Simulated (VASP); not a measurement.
Input of a VASP 6.6.1 run:

File POSCAR:

```
Zr
1.0
   -1.8027075322      1.8027075322      1.8027075322
    1.8027075322     -1.8027075322      1.8027075322
    1.8027075322      1.8027075322     -1.8027075322
Zr
1
Direct
    0.0000000000      0.0000000000      0.0000000000
```

INCAR.step1

```
SYSTEM = Zr
ALGO = Normal
EDIFF = 1E-4
ENCUT = 520
GGA = PE
ISMEAR = -1
LASPH = .TRUE.
LCHARG = .FALSE.
LREAL = .FALSE.
LWAVE = .TRUE.
NBANDS = 12
NELM = 60
PREC = Accurate
SIGMA = 0.05
```

INCAR.step2

```
SYSTEM = Zr
ALGO = Normal
EDIFF = 1E-8
ENCUT = 520
ISIF = 2
ISMEAR = -1
ISTART = 1
LASPH = .TRUE.
LCHARG = .FALSE.
LEFG = .TRUE.
LMIXTAU = .TRUE.
LREAL = .FALSE.
LWAVE = .FALSE.
METAGGA = R2SCAN
NBANDS = 12
NELM = 60
PREC = Accurate
SIGMA = 0.05
```

Contents of KPOINTS:

```
k-points
0
G
  13 13 13
  0 0 0
```

Potentials or basis: VASP PAW PBE potentials, release 64 (Zr_sv).

The run is started by

```console
$ cat potpaw_PBE.64/Zr_sv/POTCAR > POTCAR
$ cp INCAR.step1 INCAR
$ mpirun -np 1 vasp_std > vasp.out
$ cp INCAR.step2 INCAR
$ mpirun -np 1 vasp_std > vasp.out
```

(1) What does it give for the pressure?

(2) Predict the band gap on the k mesh.

## Answers

(1) -1.8 GPa.

(2) zero (band 6 reaches 9.97 eV, above the bottom of band 7 at 8.10 eV).

Caveat: without QUAD_EFG the Cq values of the log hold for a quadrupole moment of 1 mb, not for the nuclei; the PAW data sets were made with another functional, which shifts forces and pressure a little.
